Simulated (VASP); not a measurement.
# ZnO (Pmmn) in VASP: single point with PBE

Aim: the single point of ZnO with PBE.

All numbers are computed with VASP 6.6.1; they aren't measurements. Logs are shortened: lines on timing, memory, paths and dates and some standing lists are left out, and cuts for length are marked.

## Step 1: The cell of the first run

Symmetry: Pmmn, No. 59, orthorhombic system. The conventional cell has a = 3.350 Å, b = 10.150 Å, c = 4.753 Å, α = 90.00°, β = 90.00°, γ = 90.00°. Zn (site symmetry m) has 4 O at 1.97 to 2.03 Å within 2.6 Å. Zn (site symmetry mm2) has 4 O at 1.98 to 2.02 Å within 2.6 Å. O (site symmetry mm2) has 4 Zn at 1.97 to 2.02 Å within 2.6 Å. Within 2.6 Å of O (site symmetry m) lie 4 Zn at 1.98 to 2.03 Å.

## Step 2: Single point, PBE

Input file INCAR:

```
SYSTEM = ZnO
PREC = Accurate ; ENCUT = 520
EDIFF = 1E-6 ; ISMEAR = 0
SIGMA = 0.01 ; LREAL = .False.
LASPH = .True. ; NELM = 80
ALGO = Normal ; ISIF = 2
LWAVE = .False. ; LCHARG = .False.
GGA = PE ; NBANDS = 66
```

Input file KPOINTS:

```
Automatic mesh
0
Gamma
  8 4 6
  0 0 0
```

Input file POSCAR:

```
ZnO
1.0
    3.3495520072      0.0000000000      0.0000000000
    0.0000000000     10.1501770948      0.0000000000
    0.0000000000      0.0000000000      4.7530314250
Zn O
6 6
Direct
    0.5000000000      0.8515123013      0.1074820816
    0.5000000000      0.1484876987      0.1074820816
    0.0000000000      0.0000000000      0.6113184359
    0.5000000000      0.5000000000      0.3886815641
    0.0000000000      0.3515123013      0.8925179184
    0.0000000000      0.6484876987      0.8925179184
    0.5000000000      0.0000000000      0.3744410439
    0.0000000000      0.8480422738      0.8719680386
    0.0000000000      0.1519577262      0.8719680386
    0.5000000000      0.3480422738      0.1280319614
    0.5000000000      0.6519577262      0.1280319614
    0.0000000000      0.5000000000      0.6255589561
```

Potentials or basis: VASP PAW PBE potentials, release 64 (Zn, O).

Started as:

```console
cat potpaw_PBE.64/Zn/POTCAR potpaw_PBE.64/O/POTCAR > POTCAR
mpirun -np 1 vasp_std > vasp.out
```

OUTCAR:

```text
SYSTEM = ZnO
   PREC = Accurate
   ENCUT = 520
   EDIFF = 1E-6
   ISMEAR = 0
   LREAL = .False.
   LASPH = .True.
   NELM = 80
   ISIF = 2
   GGA = PE

 ion  position               nearest neighbor table
   1  0.500  0.852  0.107-   7 1.97   8 2.01   8 2.01  11 2.03   6 2.85   6 2.85   2 3.01
   2  0.500  0.148  0.107-   7 1.97   9 2.01   9 2.01  10 2.03   5 2.85   5 2.85   1 3.01
   3  0.000  0.000  0.611-   8 1.98   9 1.98   7 2.02   7 2.02
   4  0.500  0.500  0.389-  10 1.98  11 1.98  12 2.02  12 2.02
   5  0.000  0.352  0.893-  12 1.97  10 2.01  10 2.01   9 2.03   2 2.85   2 2.85   6 3.01
   6  0.000  0.648  0.893-  12 1.97  11 2.01  11 2.01   8 2.03   1 2.85   1 2.85   5 3.01
   7  0.500  0.000  0.374-   1 1.97   2 1.97   3 2.02   3 2.02
   8  0.000  0.848  0.872-   3 1.98   1 2.01   1 2.01   6 2.03
   9  0.000  0.152  0.872-   3 1.98   2 2.01   2 2.01   5 2.03
  10  0.500  0.348  0.128-   4 1.98   5 2.01   5 2.01   2 2.03
  11  0.500  0.652  0.128-   4 1.98   6 2.01   6 2.01   1 2.03
  12  0.000  0.500  0.626-   5 1.97   6 1.97   4 2.02   4 2.02

  LATTYP: Found a simple orthorhombic cell.
 ALAT       =     3.3495520072
 B/A-ratio  =     1.4190051132
 C/A-ratio  =     3.0303088511

  Lattice vectors:

 A1 = (  -3.3495520072,   0.0000000000,   0.0000000000)
 A2 = (   0.0000000000,   0.0000000000,   4.7530314250)
 A3 = (   0.0000000000,  10.1501770948,   0.0000000000)

Analysis of symmetry for initial positions (statically):
=====================================================================
 Subroutine PRICEL returns:
 Original cell was already a primitive cell.

 Routine SETGRP: Setting up the symmetry group for a
 simple orthorhombic supercell.

 Subroutine GETGRP returns: Found  8 space group operations
 (whereof  4 operations were pure point group operations)
 out of a pool of  8 trial point group operations.

The static configuration has the point symmetry C_2v.
 The point group associated with its full space group is D_2h.

Analysis of symmetry for dynamics (positions and initial velocities):
=====================================================================
 Subroutine PRICEL returns:
 Original cell was already a primitive cell.

 Routine SETGRP: Setting up the symmetry group for a
 simple orthorhombic supercell.

 Subroutine GETGRP returns: Found  8 space group operations
 (whereof  4 operations were pure point group operations)
 out of a pool of  8 trial point group operations.

The dynamic configuration has the point symmetry C_2v.
 The point group associated with its full space group is D_2h.

 Subroutine INISYM returns: Found  8 space group operations
 (whereof  4 operations are pure point group operations),
 and found     1 'primitive' translations

----------------------------------------------------------------------------------------

                                     Primitive cell

  volume of cell :     161.5962

  direct lattice vectors                    reciprocal lattice vectors
     3.349552007  0.000000000  0.000000000     0.298547387  0.000000000  0.000000000
     0.000000000 10.150177095  0.000000000     0.000000000  0.098520449  0.000000000
     0.000000000  0.000000000  4.753031425     0.000000000  0.000000000  0.210392045

  length of vectors
     3.349552007 10.150177095  4.753031425     0.298547387  0.098520449  0.210392045

  position of ions in fractional coordinates (direct lattice)
     0.500000000  0.851512301  0.107482082
     0.500000000  0.148487699  0.107482082
     0.000000000  0.000000000  0.611318436
     0.500000000  0.500000000  0.388681564
     0.000000000  0.351512301  0.892517918
     0.000000000  0.648487699  0.892517918
     0.500000000  0.000000000  0.374441044
     0.000000000  0.848042274  0.871968039
     0.000000000  0.151957726  0.871968039
     0.500000000  0.348042274  0.128031961
     0.500000000  0.651957726  0.128031961
     0.000000000  0.500000000  0.625558956

  ion indices of the primitive-cell ions
   primitive index   ion index
                 1           1
                 2           2
                 3           3
                 4           4
                 5           5
                 6           6
                 7           7
                 8           8
                 9           9
                10          10
                11          11
                12          12

----------------------------------------------------------------------------------------

 KPOINTS: Automatic mesh

Automatic generation of k-mesh.
 Grid dimensions read from file:
 generate k-points for:    8    4    6

 Generating k-lattice:

  Cartesian coordinates                     Fractional coordinates (reciprocal lattice)
     0.037318423  0.000000000  0.000000000     0.125000000  0.000000000  0.000000000
     0.000000000  0.024630112  0.000000000     0.000000000  0.250000000  0.000000000
     0.000000000  0.000000000  0.035065341     0.000000000  0.000000000  0.166666667

  Length of vectors
     0.037318423  0.024630112  0.035065341

  Shift w.r.t. Gamma in fractional coordinates (k-lattice)
     0.000000000  0.000000000  0.000000000

 Subroutine IBZKPT returns following result:
 ===========================================

 Found     60 irreducible k-points:

 Following reciprocal coordinates:
            Coordinates               Weight
  0.000000  0.000000  0.000000      1.000000
  0.125000  0.000000  0.000000      2.000000
  0.250000  0.000000  0.000000      2.000000
  0.375000  0.000000  0.000000      2.000000
  0.500000  0.000000  0.000000      1.000000
  0.000000  0.250000  0.000000      2.000000
[... 16 lines left out ...]
  0.250000  0.250000  0.166667      8.000000
  0.375000  0.250000  0.166667      8.000000
 [... further k-points ...]
   k-points           NKPTS =     60   k-points in BZ     NKDIM =     60   number of bands    NBANDS=     66
   number of dos      NEDOS =    301   number of ions     NIONS =     12
   total plane-waves  NPLWV =  80640
   dimension x,y,z NGX =    28 NGY =   80 NGZ =   36
   dimension x,y,z NGXF=    56 NGYF=  160 NGZF=   72
   ions per type =               6   6
   NGX,Y,Z   is equivalent  to a cutoff of  13.90, 13.10, 12.59 a.u.
   NGXF,Y,Z  is equivalent  to a cutoff of  27.79, 26.21, 25.18 a.u.
 SYSTEM =  ZnO
   PREC   = accura    normal or accurate (medium, high low for compatibility)
   ISTART =      0    job   : 0-new  1-cont  2-samecut
   ICHARG =      2    charge: 1-file 2-atom 10-const
   ISPIN  =      1    spin polarized calculation?
   LNONCOLLINEAR =      F non collinear calculations
   LSORBIT =      F    spin-orbit coupling
   LASPH  =      T    aspherical Exc in radial PAW
   ENCUT  =  520.0 eV  38.22 Ry    6.18 a.u.   6.23 18.87  8.84*2*pi/ulx,y,z
   NELM   =     80;   NELMIN=  2; NELMDL= -5     # of ELM steps
   EDIFF  = 0.1E-05   stopping-criterion for ELM
   LREAL  =      F    real-space projection
[... 7 lines left out ...]
   TEBEG  =    0.0;   TEEND  =   0.0 temperature during run
   PSTRESS=    0.0 pullay stress
   NELECT =     108.0000    total number of electrons
   NUPDOWN=      -1.0000    fix difference up-down
   EMIN   =  10.00;   EMAX   =-10.00  energy-range for DOS
   EFERMI =   0.00;   METHOD = LEGACY
   ISMEAR =     0;   SIGMA  =   0.01  broadening in eV -4-tet -1-fermi 0-gaus
   EFERMI_NEDOS =   21; number of points for ismear=-14 and -15
   IALGO  =     38    algorithm
   IMIX   =      4    mixing-type and parameters
     AMIX     =   0.40;   BMIX     =  1.00
     AMIX_MAG =   1.60;   BMIX_MAG =  1.00
  volume/ion in A,a.u.               =      13.47        90.88
  Fermi-wavevector in a.u.,A,eV,Ry     =   1.431328  2.704817 27.874241  2.048699
  Thomas-Fermi vector in A             =   2.551076
   LORBIT       =      0    0 simple, 1 ext, 2 COOP (PROOUT), +10 PAW based schemes
   GGA     = PE    functional components
   LHFCALC =     F    Hartree Fock is set to
   AEXX    =    0.0000 exact exchange contribution
   IVDW    =     0    specifies the selected vdW correction
   LEPSILON=     F    determine dielectric tensor
   LRPA    =     F    only Hartree local field effects (RPA)
 non-spin polarized calculation
 Gauss-broadening in eV      SIGMA  =   0.01
  energy-cutoff  :      520.00
  volume of cell :      161.60
 maximum number of plane-waves:      4384
 NGX is ok and might be reduce to    28
   NGX = 13   NGY = 37   NGZ = 17

 number of electron     107.9999990 magnetization

 Free energy of the ion-electron system (eV)
  ---------------------------------------------------
  ext. energy  EPLUGINS =         0.00000000
  ---------------------------------------------------
  free energy    TOTEN  =       -52.49798162 eV

  energy without entropy =      -52.49798162  energy(sigma->0) =      -52.49798162

 E-fermi :   0.3028     XC(G=0): -10.0975

 val. band max:        0.2565443316   @ k =   0.0000   0.0000   0.0000
 cond. band min:       1.1062602221   @ k =   0.0000   0.0000   0.0000
 fundamental gap:      0.8497158905
 Fermi energy:         0.3028110971

 k-point     1 :       0.0000    0.0000    0.0000
  band No.  band energies     occupation
      1     -17.4605      2.00000
      2     -17.2695      2.00000
      3     -16.9077      2.00000
      4     -16.7813      2.00000
      5     -16.4232      2.00000
      6     -16.3285      2.00000
[... 58 lines left out ...]
     65       9.9404      0.00000
     66      10.7287      0.00000

 k-point     2 :       0.1250    0.0000    0.0000
  band No.  band energies     occupation
      1     -17.4084      2.00000
      2     -17.2339      2.00000
      3     -16.8617      2.00000
      4     -16.7627      2.00000
      5     -16.4270      2.00000
      6     -16.3240      2.00000
[... 1507 lines left out ...]
     65       9.4053      0.00000
     66      10.1973      0.00000

 k-point    24 :       0.3750    0.2500    0.1667
  band No.  band energies     occupation
      1     -17.0947      2.00000
      2     -17.0569      2.00000
      3     -16.6625      2.00000
      4     -16.6103      2.00000
      5     -16.4614      2.00000
      6     -16.3679      2.00000
[... 58 lines left out ...]
     65       9.1162      0.00000
     66       9.3994      0.00000

 [... further k-points ...]

------------------------ aborting loop because EDIFF is reached ----------------------------------------

  FORCE on cell =-STRESS in cart. coord.  units (eV):
  Direction    XX          YY          ZZ          XY          YZ          ZX
  --------------------------------------------------------------------------------------
  -------------------------------------------------------------------------------------
  Total        0.8592329      0.9948538      0.7517210      0.0000000      0.0000000      0.0000000
  in kB        8.5190362      9.8636764      7.4530881      0.0000000      0.0000000      0.0000000
  external PRESSURE =       8.6119335 kB  Pullay stress =       0.0000000 kB

 VOLUME and BASIS-vectors are now :
 -----------------------------------------------------------------------------
  energy-cutoff  :      520.00
  volume of cell :      161.60
      direct lattice vectors                 reciprocal lattice vectors
     3.349552007  0.000000000  0.000000000     0.298547387  0.000000000  0.000000000
     0.000000000 10.150177095  0.000000000     0.000000000  0.098520449  0.000000000
     0.000000000  0.000000000  4.753031425     0.000000000  0.000000000  0.210392045

 POSITION                                       TOTAL-FORCE (eV/Angst)
 -----------------------------------------------------------------------------------
      1.67478      8.64300      0.51087         0.000000      0.005883      0.014913
      1.67478      1.50718      0.51087         0.000000     -0.005883      0.014913
      0.00000      0.00000      2.90562         0.000000      0.000000     -0.015873
      1.67478      5.07509      1.84742         0.000000      0.000000      0.015873
      0.00000      3.56791      4.24217        -0.000000      0.005883     -0.014913
      0.00000      6.58226      4.24217        -0.000000     -0.005883     -0.014913
      1.67478      0.00000      1.77973         0.000000      0.000000      0.027609
      0.00000      8.60778      4.14449         0.000000      0.004408     -0.026270
      0.00000      1.54240      4.14449         0.000000     -0.004408     -0.026270
      1.67478      3.53269      0.60854         0.000000      0.004408      0.026270
      1.67478      6.61749      0.60854         0.000000     -0.004408      0.026270
      0.00000      5.07509      2.97330         0.000000      0.000000     -0.027609
 -----------------------------------------------------------------------------------
    total drift:                                0.000000      0.000000      0.000000

  FREE ENERGIE OF THE ION-ELECTRON SYSTEM (eV)
  ---------------------------------------------------
  free  energy   TOTEN  =       -52.4979816196 eV

  energy  without entropy=      -52.4979816196  energy(sigma->0) =      -52.49798162
```

Wall time 12 min (1 thread of Intel Xeon Platinum 8259CL at 2.50GHz (Skylake/Cascade Lake), shared host); peak memory 0.57 GiB.

Results:

```yaml
Free_energy: -52.4980 eV
Pressure: 0.9 GPa
Largest_force: 0.028 eV/Å
Band_gap_on_the_k_mesh: 0.85 eV
```

Forces in eV/Å, atoms in the order of the input:
```
Zn   0.000  0.006  0.015
Zn   0.000 -0.006  0.015
Zn   0.000  0.000 -0.016
Zn   0.000  0.000  0.016
Zn   0.000  0.006 -0.015
Zn   0.000 -0.006 -0.015
O    0.000  0.000  0.028
O    0.000  0.004 -0.026
O    0.000 -0.004 -0.026
O    0.000  0.004  0.026
O    0.000 -0.004  0.026
O    0.000  0.000 -0.028
```

Levels at points of the mesh, in eV from the valence-band top:
```csv
k point,band 52,band 53,band 54,band 55,band 56,band 57
"(0.00, 0.00, 0.00)",-0.20,-0.10,0.00,0.85,3.29,4.09
"(0.50, 0.00, 0.00)",-1.23,-0.61,-0.61,5.43,5.43,5.68
"(0.00, 0.50, 0.00)",-0.09,-0.07,-0.07,1.97,1.97,5.44
"(0.50, 0.50, 0.00)",-1.24,-0.79,-0.79,5.46,5.46,5.64
"(0.00, 0.00, 0.50)",-0.46,-0.32,-0.11,3.62,3.92,4.38
"(0.50, 0.00, 0.50)",-0.69,-0.62,-0.62,5.20,5.20,6.83
"(0.00, 0.50, 0.50)",-0.46,-0.38,-0.38,3.99,3.99,4.20
"(0.50, 0.50, 0.50)",-0.80,-0.47,-0.47,5.51,5.51,6.28
```
